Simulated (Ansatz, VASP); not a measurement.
# One calculation of C, two programs

```
CELL_PARAMETERS angstrom
2.47000 0.00000 0.00000
-1.23500 2.13908 0.00000
0.00000 0.00000 6.79000
ATOMIC_POSITIONS crystal
C 0.00000 0.00000 0.00250
C 0.00000 0.00000 0.50250
C 0.33333 0.66667 0.00250
C 0.66667 0.33333 0.50250
```

Alike in both runs: task electric field gradients; functional r2SCAN; k mesh 15 × 15 × 5; occupations fermi-dirac, width 0.05 eV; no spin polarisation.

|  | VASP | Ansatz |
| --- | --- | --- |
| version | VASP 6.6.1 | Ansatz 0.2.0 |
| potentials or method | VASP PAW PBE potentials, release 64 (C) | plane-wave PAW, scalar-relativistic |
| plane-wave cutoff (eV) | 520 | 500 |
| valence electrons in the cell | 16 | 16 |

Ansatz gave:

* pressure (GPa): -4.4
* traceless stress, the component that is largest in VASP (GPa): 5.52
* size of Vzz on the site where it differs most (V/Å²): 24.8

Question: Which values does VASP return?

Answer: Pressure (GPa): -3.8; traceless stress, the component that is largest in VASP (GPa): 4.76; size of Vzz on the site where it differs most (V/Å²): 32.3.

VASP's potentials were made for PBE, not for r2SCAN. The functional is the same, so the differences come from potentials, cutoffs and numerics. Ansatz's warnings: structure snapped to symmetry.
